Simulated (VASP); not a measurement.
Runs of VASP 6.6.1 on BaTiO3. The structure is that of space group P4mm (No. 99), or close to it. The cells are those of the table. 

| level | potentials or basis | cell | cutoff (eV) | smearing | second run | gap on the mesh (eV) | pressure (GPa) | largest force (eV/Å) |
| --- | --- | --- | --- | --- | --- | --- | --- | --- |
| PBE | VASP PAW PBE potentials, release 64 (Ba_sv, Ti_sv, O) | a = 3.972, b = 3.972, c = 4.112 Å, 5 atoms | 520 | fermi-dirac 0.02 eV | - | 1.81 | 4.9 | 0.20 |
| r2SCAN | VASP PAW PBE potentials, release 64 (Ba_sv, Ti_sv, O) | a = 3.926, b = 3.972, c = 4.112 Å, 5 atoms | 520 | gaussian 0.01 eV | - | 2.23 | 4.1 | 0.16 |
| PBE | VASP PAW PBE potentials, release 64 (Ba_sv, Ti_sv, O) | a = 3.926, b = 3.972, c = 4.112 Å, 5 atoms | 520 | fermi-dirac 0.02 eV | - | 1.83 | 7.0 | 0.19 |
| PBE | VASP PAW PBE potentials, release 64 (Ba_sv, Ti_sv, O) | a = 3.972, b = 3.864, c = 4.112 Å, 5 atoms | 520 | fermi-dirac 0.02 eV | - | (c) | 10.2 | 0.19 |
| PBE | VASP PAW PBE potentials, release 64 (Ba_sv, Ti_sv, O_h) | a = 3.972, b = 3.972, c = 4.112 Å, 5 atoms | 910 | fermi-dirac 0.02 eV | hard_potentials | 1.81 | 4.6 | (a) |
| r2SCAN | VASP PAW PBE potentials, release 64 (Ba_sv, Ti_sv, O) | a = 3.972, b = 3.864, c = 4.112 Å, 5 atoms | 520 | gaussian 0.01 eV | - | 2.27 | 7.3 | 0.15 |
| r2SCAN | VASP PAW PBE potentials, release 64 (Ba_sv, Ti_sv, O_h) | a = 3.972, b = 3.972, c = 4.112 Å, 5 atoms | 910 | gaussian 0.01 eV | hard_potentials | (b) | 1.7 | (d) |
| r2SCAN | VASP PAW PBE potentials, release 64 (Ba_sv, Ti_sv, O) | a = 3.972, b = 3.972, c = 4.112 Å, 5 atoms | 520 | gaussian 0.01 eV | - | 2.21 | 1.9 | 0.16 |

Alike in all rows: task single point; no spin polarisation; k mesh 6 × 6 × 6.

Fill in the values left out.

(a) 0.17; (b) 2.22; (c) 1.86; (d) 0.12.

Caveats: spin-orbit coupling is left out, which moves the levels of the heavy elements; the PAW data sets were made with another functional, which shifts forces and pressure a little (some runs); the cutoff is under 1.25 times the usual one of these potentials, so pressure, stress and relaxed cells hold a basis-set (Pulay) error (some runs).

A k mesh can miss the band edges, and the runs leave out spin-orbit coupling on Ba.
